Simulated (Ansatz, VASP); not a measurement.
# Two plane-wave programs on HgTe

The input POSCAR:

```
HgTe
1.0
    0.0000000000      3.3056036763      3.3056036763
    3.3056036763      0.0000000000      3.3056036763
    3.3056036763      3.3056036763      0.0000000000
Hg Te
1 1
Direct
    0.0000000000      0.0000000000      0.0000000000
    0.2500000000      0.2500000000      0.2500000000
```

Contents of INCAR.step1:

```
PREC = Accurate ; ENCUT = 520
EDIFF = 1E-5 ; ISMEAR = -1
SIGMA = 0.02 ; LREAL = False
LASPH = True ; NELM = 80
ALGO = Normal ; ISIF = 2
LWAVE = True ; LCHARG = False
GGA = PE ; NBANDS = 16
```

INCAR.step2

```
PREC = Accurate ; ENCUT = 520
EDIFF = 1E-7 ; ISMEAR = -1
SIGMA = 0.02 ; LREAL = False
LASPH = True ; NELM = 80
ALGO = Normal ; ISIF = 2
LWAVE = False ; LCHARG = False
GGA = PE ; LHFCALC = True
HFSCREEN = 0.2079 ; PRECFOCK = Normal
ISTART = 1 ; NBANDS = 16
```

KPOINTS

```
Automatic mesh
0
Gamma
  4 4 4
```

Input for Ansatz:

```yaml
crystal:
  lattice:
    - [0.0, 3.3056036763, 3.3056036763]
    - [3.3056036763, 0.0, 3.3056036763]
    - [3.3056036763, 3.3056036763, 0.0]
  atoms:
    - { symbol: Hg, position: [0.0, 0.0, 0.0] }
    - { symbol: Te, position: [0.25, 0.25, 0.25] }
kpoints:
  mp_grid: { grid: [4, 4, 4] }
  band_path:
    path:
      - [0.0, 0.0, 0.0]
      - [-0.5, -0.5, 0.0]
      - [-0.375, -0.375, 0.25]
      - [-0.375, 0.0, 0.375]
      - [0.0, 0.0, 0.5]
      - [-0.5, -0.25, 0.25]
    npoints: 1
hamiltonian:
  xc: hse06
scf:
  occupations: { method: fermi_dirac, width: 0.02 }
  n_extra_bands: 4
output:
  forces: true
  stress: true
  eigenvalues: true
```

Change from the starting cell: hydrostatic strain +0.5%.

Alike in both runs: task single point; functional HSE06; k mesh 4 × 4 × 4; occupations fermi-dirac, width 0.02 eV; no spin polarisation.

|  | VASP | Ansatz |
| --- | --- | --- |
| version | VASP 6.6.1 | Ansatz 0.2.0 |
| potentials or method | VASP PAW PBE potentials, release 64 (Hg, Te) | plane waves, PAW |
| plane-wave cutoff (eV) | 520 | 420 |
| valence electrons in the cell | 18 | 36 |

|  | VASP | Ansatz | Ansatz less VASP |
| --- | --- | --- | --- |
| pressure (GPa) | -0.5 | -0.4 | +0.05 |

VASP's potentials hold 18 valence electrons a cell and Ansatz's 36, so a difference there can come from the potentials and not from the codes. Ansatz's warnings: filled band counts differ across k points, stress exchange threshold loose, stress scf threshold loose.

The k mesh is coarse, so the values compare programs but aren't converged. Neither program's run includes spin-orbit coupling.
